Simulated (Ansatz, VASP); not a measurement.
## Li2S: VASP beside Ansatz

```
Li S
1.0
     0.00000    2.90997    2.90997
     2.90997    0.00000    2.90997
     2.90997    2.90997    0.00000
Li S
2 1
Direct
  0.25000 0.25000 0.25000
  0.75000 0.75000 0.75000
  0.00000 0.00000 0.00000
```

Change from the starting cell: volume scaled by 1.06, PAW files.

Alike in both runs: task electric field gradients; functional LDA; k mesh 7 × 7 × 7; occupations fermi-dirac, width 0.02 eV; no spin polarisation.

```csv
,VASP,Ansatz
version,VASP 6.6.1,Ansatz 0.2.0
potentials or method,"VASP PAW LDA potentials, release 64 (Li_sv, S)","PAW with Ansatz's default frozen-core files, scalar-relativistic"
plane-wave cutoff (eV),650,420
valence electrons in the cell,12,12
```

Ansatz gave:

| Item | Value |
| --- | --- |
| gap on the k mesh at the Fermi level (eV) | 3.34 |
| pressure (GPa) | -4.7 |

Problem. What did VASP give for the same quantities?

Solution. gap on the k mesh at the Fermi level (eV): 3.34; pressure (GPa): -4.9.

LDA's correlation is that of Perdew and Zunger in VASP and of Perdew and Wang (1992) in Ansatz.
